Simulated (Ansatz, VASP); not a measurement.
**One calculation of FeO, two programs**

INCAR

```
SYSTEM = FeO
PREC = Accurate ; ENCUT = 600
EDIFF = 1E-6 ; ISMEAR = 0
SIGMA = 0.013000000000000001 ; LREAL = .False.
LASPH = .True. ; NELM = 200
ALGO = Normal ; ISIF = 2
LWAVE = .False. ; LCHARG = .False.
ISPIN = 2 ; MAGMOM = 3 0
LORBIT = 11 ; LMAXMIX = 4
GGA = PE ; NBANDS = 22
GGA_COMPAT = .False.
```

The input KPOINTS:

```
regular mesh
0
Gamma
  11 11 11
  0 0 0
```

Contents of POSCAR:

```
FeO
1.0
    0.0000000000      2.1554000000      2.1554000000
    2.1554000000      0.0000000000      2.1554000000
    2.1554000000      2.1554000000      0.0000000000
Fe O
1 1
Direct
    0.0000000000      0.0000000000      0.0000000000
    0.5000000000      0.5000000000      0.5000000000
```

Contents of input.yaml:

```yaml
crystal:
  lattice:
    - [0.0, 2.1554, 2.1554]
    - [2.1554, 0.0, 2.1554]
    - [2.1554, 2.1554, 0.0]
  atoms:
    - { symbol: Fe, position: [0.0, 0.0, 0.0], spin: 3.0 }
    - { symbol: O, position: [0.5, 0.5, 0.5] }
hamiltonian:
  xc: pbe
  pseudopotentials: { kind: paw }
magnetization:
  spin_polarized: true
kpoints:
  mp_grid: { grid: [11, 11, 11] }
scf:
  occupations: { method: gaussian, width: 0.013 }
output:
  forces: true
  stress: true
  eigenvalues: true
```

Alike in both runs: task single point; functional PBE; k mesh 11 × 11 × 11; occupations gaussian, width 0.013 eV; collinear spin.

|  | VASP | Ansatz |
| --- | --- | --- |
| version | VASP 6.6.1 | Ansatz 0.2.0 |
| potentials or method | VASP PAW PBE potentials, release 64 (Fe_sv, O) | Ansatz PAW |
| plane-wave cutoff (eV) | 600 | 420 |
| valence electrons in the cell | 22 | 22 |

VASP gave:

```
gap on the k mesh at the Fermi level (eV)                     : none
pressure (GPa)                                                : -2.6
net moment per atom (μB)                                      : 2.00
size of the moment on the site where the two differ most (μB) : 3.48
```

What did Ansatz give for the same quantities?

gap on the k mesh at the Fermi level (eV): none; pressure (GPa): -0.3; net moment per atom (μB): 2.00; size of the moment on the site where the two differ most (μB): 3.45.

Site moments also hang on the region over which each program counts them. A gap of «none» marks a metal or a gap that the smearing closes.
